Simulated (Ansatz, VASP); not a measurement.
# Be: VASP beside Ansatz

```
Be
1.0
     2.08287    0.00000    0.00000
    -0.00071    2.08505    0.00000
    -1.01243   -1.03204    3.77944
Be
2
Cartesian
  0.0078 0.5200 2.8370
  1.0620 0.5330 0.9424
```

Alike in both runs: task single point; functional PBE; k mesh 8 × 8 × 4; occupations gaussian, width 0.1 eV; no spin polarisation.

```csv
,VASP,Ansatz
version,VASP 6.6.1,Ansatz 0.2.0
potentials or method,"VASP PAW PBE potentials, release 64 (Be), cutoff 520 eV","scalar-relativistic, plane waves, PAW"
valence electrons in the cell,4,4
```

|  | VASP | Ansatz | Ansatz less VASP |
| --- | --- | --- | --- |
| gap on the k mesh at the Fermi level (eV) | none | none | - |
| pressure (GPa) | 12.8 | 12.6 | -0.15 |
| traceless stress, the component that is largest in VASP (GPa) | -11.80 | -11.88 | -0.081 |
| rms of the force components (eV/Å) | 0.055 | 0.055 | +0.0001 |

Atom by atom the forces differ by 0.000 eV/Å (rms over components). A gap of «none» marks a metal or a gap that the smearing closes. With one functional, cell and mesh, what is left measures potentials, basis and numerics.

The k mesh is coarse, so the values compare programs but aren't converged.
